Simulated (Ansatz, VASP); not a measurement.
WC in VASP and in Ansatz

```
W C
1.0
     0.00000    2.19268    2.19268
     2.19268    0.00000    2.19268
     2.19268    2.19268    0.00000
W C
1 1
Direct
  0.00000 0.00000 0.00000
  0.50000 0.50000 0.50000
```

Alike in both runs: task single point; functional LDA; k mesh 3 × 3 × 3; no spin polarisation.

|  | VASP | Ansatz |
| --- | --- | --- |
| version | VASP 6.6.1 | Ansatz 0.2.0 |
| potentials or method | VASP PAW LDA potentials, release 64 (W_sv, C) | plane waves, PAW |
| plane-wave cutoff (eV) | 520 | 420 |
| occupations | methfessel-paxton of order 1, width 0.1 eV | methfessel-paxton of order 1 |
| valence electrons in the cell | 18 | 18 |

VASP gave:

* pressure (GPa): -7.1

Which values does Ansatz return?

Pressure (GPa): -9.2.

LDA's correlation is that of Perdew and Zunger in VASP and of Perdew and Wang (1992) in Ansatz.

The k mesh is coarse, so the values compare programs but aren't converged. Spin-orbit coupling is off throughout.
